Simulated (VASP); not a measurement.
Set up this calculation in VASP 6.6.1, as the native input.

- Task: single point
- Functional: PBE
- Potentials or basis: VASP PAW PBE potentials, release 64 (Rb_sv, Ta_pv, As)
- Cutoff: 520 eV
- k mesh: 6 × 6 × 4
- Occupations: gaussian, width 0.1 eV
- Spin: no spin polarisation
- Dipole correction: no
- Further INCAR settings: ALGO = Normal; EDIFF = 1e-06; NBANDS = 23

The structure of RbTaAs2 lies in POSCAR:

```
RbTaAs2
1.0
    4.7996427300      0.0000000000      0.0000000000
   -2.3998213700      4.1566125400      0.0000000000
    0.0000000000      0.0000000000      6.3516876000
Rb Ta As
1 1 2
Direct
    0.0000000000      0.0000000000      0.0000000000
    0.0000000000      0.0000000000      0.5000000000
    0.3333333300      0.6666666700      0.0000000000
    0.6666666700      0.3333333300      0.0000000000
```

The cell was built from a structure type or drawn by symmetry, and may not be a known phase.

These files were run (other wordings do the same):

INCAR

```
PREC     = Accurate       # precision mode
ENCUT    = 520            # plane-wave cutoff, eV
EDIFF    = 1E-6           # SCF threshold, eV
ISMEAR   = 0              # smearing method
SIGMA    = 0.1            # smearing width, eV
LREAL    = False          # projectors in reciprocal space
LASPH    = True           # aspherical terms in the spheres
NELM     = 80             # most SCF steps
ALGO     = Normal         # electronic algorithm
ISIF     = 2              # what is computed and relaxed
LWAVE    = False          # write WAVECAR
LCHARG   = True           # write CHGCAR
GGA      = PE             # functional
LELF     = True           # ELF
LVHAR    = True         
NBANDS   = 23             # bands
```

KPOINTS

```
regular mesh
0
Gamma
  6 6 4
```

Potentials or basis: VASP PAW PBE potentials, release 64 (Rb_sv, Ta_pv, As).

The run is started by

```sh
$ cat potpaw_PBE.64/Rb_sv/POTCAR potpaw_PBE.64/Ta_pv/POTCAR potpaw_PBE.64/As/POTCAR > POTCAR
$ mpirun -np 1 vasp_std > vasp.out
```

It gave:

| Quantity | Value |
| --- | --- |
| Pressure | 7.0 GPa |
| Band gap on the k mesh | zero (bands 15 and 16 overlap by 0.36 eV) |

Caveat: the cell stands under pressure; spin-orbit coupling is left out, which moves the levels of the heavy elements.

Wall time 37 s on 1 thread of Intel(R) Xeon(R) 6975P-C (Granite Rapids), with other jobs on the host, peak memory 0.27 GiB.
